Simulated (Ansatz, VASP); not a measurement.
# Two plane-wave programs on SiC

```
Si C
1.0
     0.00000    1.88715    1.88715
     1.88715    0.00000    1.88715
     1.88715    1.88715    0.00000
Si C
1 1
Direct
  0.00000 0.00000 0.00000
  0.25000 0.25000 0.25000
```

Alike in both runs: task single point; functional PBE; k mesh 18 × 18 × 18; occupations gaussian, width 0.05 eV; no spin polarisation.

|  | VASP | Ansatz |
| --- | --- | --- |
| version | VASP 6.6.1 | Ansatz 0.2.0 |
| potentials or method | VASP PAW PBE potentials, release 64 (Si, C), cutoff 520 eV | scalar-relativistic, plane waves, PAW |
| valence electrons in the cell | 8 | 8 |

```csv
,VASP,Ansatz,Ansatz less VASP
gap on the k mesh at the Fermi level (eV),0.83,0.84,+0.007
least direct gap on the mesh (eV),4.80,4.83,+0.030
```

The functional is the same, so the differences come from potentials, cutoffs and numerics.
